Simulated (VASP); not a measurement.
Crystal: LiCl.

```
Li Cl
1.0
     0.00000    2.73304    2.73304
     2.73304    0.00000    2.73304
     2.73304    2.73304    0.00000
Li Cl
1 1
Direct
  0.00000 0.00000 0.00000
  0.25000 0.25000 0.25000
```

Base run:

```yaml
Program: VASP 6.6.1
Functional: PBE
Potentials_or_basis: VASP PAW PBE potentials, release 64 (Li_sv, Cl)
Cutoff: 520 eV
k_mesh: 8 × 8 × 8
Occupations: fermi-dirac, width 0.02 eV
Spin: no spin polarisation
```

Its results: band gap on the k mesh 6.06 eV, direct.

Question: The run is repeated on the same cell with these changes: functional from PBE to r2SCAN; occupations from fermi-dirac, width 0.02 eV to gaussian, width 0.01 eV. What comes out?

Answer: Band gap on the k mesh 6.77 eV, direct.

A k mesh can miss the band edges.
